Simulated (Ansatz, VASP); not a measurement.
RbSnH3: VASP beside Ansatz

```
Rb Sn H
1.0
     4.34687    0.00000    0.00000
     0.00000    4.34687    0.00000
     0.00000    0.00000    4.34687
Rb Sn H
1 1 3
Direct
  0.00000 0.00000 0.00000
  0.50000 0.50000 0.50000
  0.50000 0.50000 0.00000
  0.50000 0.00000 0.50000
  0.00000 0.50000 0.50000
```

Alike in both runs: task single point; functional PBEsol; k mesh 4 × 4 × 4; occupations gaussian, width 0.05 eV; no spin polarisation.

|  | VASP | Ansatz |
| --- | --- | --- |
| version | VASP 6.6.1 | Ansatz 0.2.0 |
| potentials or method | VASP PAW PBE potentials, release 64 (Rb_sv, Sn_d, H), cutoff 500 eV | scalar-relativistic, plane waves, PAW |
| valence electrons in the cell | 26 | 26 |

|  | VASP | Ansatz | Ansatz less VASP |
| --- | --- | --- | --- |
| gap on the k mesh at the Fermi level (eV) | none | none | - |
| pressure (GPa) | 0.3 | 0.3 | +0.05 |

VASP's potentials were made for PBE, not for PBEsol. A gap of «none» marks a metal or a gap that the smearing closes.

The k mesh is coarse, so the values compare programs but aren't converged.
